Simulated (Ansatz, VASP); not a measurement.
Ti3S2: VASP beside Ansatz

File INCAR:

```
SYSTEM = Ti3S2
PREC = Accurate
ENCUT = 520
EDIFF = 1E-6
ISMEAR = 1
SIGMA = 0.05
LREAL = .FALSE.
LASPH = .TRUE.
NELM = 100
ALGO = Normal
ISIF = 2
LWAVE = .FALSE.
LCHARG = .TRUE.
GGA = PS
LELF = .TRUE.
LVHAR = .TRUE.
NBANDS = 32
```

File KPOINTS:

```
regular mesh
0
G
  6 6 6
  0 0 0
```

The input POSCAR:

```
Ti3S2
1.0
    2.6764418564      1.5452495670      3.1938630144
   -2.6764418564      1.5452495670      3.1938630144
    0.0000000000     -3.0904892691      3.1938630144
Ti S
3 2
Direct
    0.3356500000      0.6643400000      0.0000000000
    0.6643400000      0.0000000000      0.3356500000
    0.0000000000      0.3356500000      0.6643400000
    0.8321600000      0.8321600000      0.8321600000
    0.1678400000      0.1678400000      0.1678400000
```

Input for Ansatz:

```yaml
crystal:
  lattice:
    - [2.6764418563946966, 1.5452495669890938, 3.1938630144375266]
    - [-2.6764418563946966, 1.5452495669890938, 3.1938630144375266]
    - [0.0, -3.09048926912989, 3.1938630144375266]
  atoms:
    - { symbol: Ti, position: [0.33565, 0.66434, 0.0] }
    - { symbol: Ti, position: [0.66434, 0.0, 0.33565] }
    - { symbol: Ti, position: [0.0, 0.33565, 0.66434] }
    - { symbol: S, position: [0.83216, 0.83216, 0.83216] }
    - { symbol: S, position: [0.16784, 0.16784, 0.16784] }
basis:
  ecutwfc: 500.0
kpoints:
  mp_grid:
    grid: [6, 6, 6]
hamiltonian:
  xc: pbesol
scf:
  occupations:
    method: cold
    width: 0.05
output:
  stress: true
```

Alike in both runs: task single point; functional PBEsol; k mesh 6 × 6 × 6; no spin polarisation.

|  | VASP | Ansatz |
| --- | --- | --- |
| version | VASP 6.6.1 | Ansatz 0.2.0 |
| potentials or method | VASP PAW PBE potentials, release 64 (Ti_sv, S), cutoff 520 eV | plane waves, PAW |
| occupations | methfessel-paxton of order 1, width 0.05 eV | cold, width 0.05 eV |
| valence electrons in the cell | 48 | 48 |

Ansatz gave:

- pressure (GPa): 0.9
- traceless stress, the component that is largest in VASP (GPa): 0.12

Estimate VASP's values.

pressure (GPa): 1.1; traceless stress, the component that is largest in VASP (GPa): 0.18.

VASP's potentials were made for PBE, not for PBEsol. Ansatz's warnings: structure snapped to symmetry.
